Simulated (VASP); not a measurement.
Here is a VASP 6.6.1 calculation.

File INCAR:

```
SYSTEM = Si
PREC = Accurate
ENCUT = 520
EDIFF = 1E-6
ISMEAR = 0
SIGMA = 0.02
LREAL = Auto
LASPH = .True.
NELM = 60
ALGO = Normal
ISIF = 2
LWAVE = .False.
LCHARG = .True.
GGA = PE
LELF = .True.
LVHAR = .True.
NBANDS = 48
```

KPOINTS

```
regular mesh
0
Gamma
  2 2 2
  0 0 0
```

File POSCAR:

```
Si
1.0
    0.0000000000      5.4300000000      5.4300000000
    5.4300000000      0.0000000000      5.4300000000
    5.4300000000      5.4300000000      0.0000000000
Si
17
Direct
   -0.0004462247     -0.0005637201     -0.0086309392
    0.1362196133      0.1364067219      0.0911262431
    0.0117999079      0.0112557090      0.4651849908
    0.1183862799      0.1186603131      0.6197424494
   -0.0002610497      0.5098194291     -0.0092868324
    0.1142651934      0.6276436464      0.1300751381
   -0.0222873849      0.5066505525      0.5080608656
    0.1191287293      0.6425961326      0.6191134438
    0.5096100368     -0.0005765193     -0.0085619705
    0.6277748619      0.1133660221      0.1311140884
    0.5065783610     -0.0222623389      0.5091807551
    0.6432627072      0.1185829650      0.6198120626
    0.4859073665      0.4851701657      0.0430876611
    0.6280263352      0.6276261510      0.1301694291
    0.5075624309      0.5065611418      0.5081670350
    0.6102991713      0.6102921731      0.6691155617
    0.3513870166      0.3513065378      0.4459435543
```

Potentials or basis: VASP PAW PBE potentials, release 64 (Si).

Command:

```bash
$ cat potpaw_PBE.64/Si/POTCAR > POTCAR
$ mpirun -np 1 vasp_std > vasp.out
```

(1) What does it give for the pressure?

(2) What does it give for the band gap on the k mesh?

(3) What does it give for the largest force?

## Answers

(1) 4.9 GPa.

(2) zero (band 34 reaches 6.87 eV, above the bottom of band 35 at 6.76 eV).

(3) 0.536 eV/Å.

Caveat: the k points lie up to 0.50 Å⁻¹ apart.
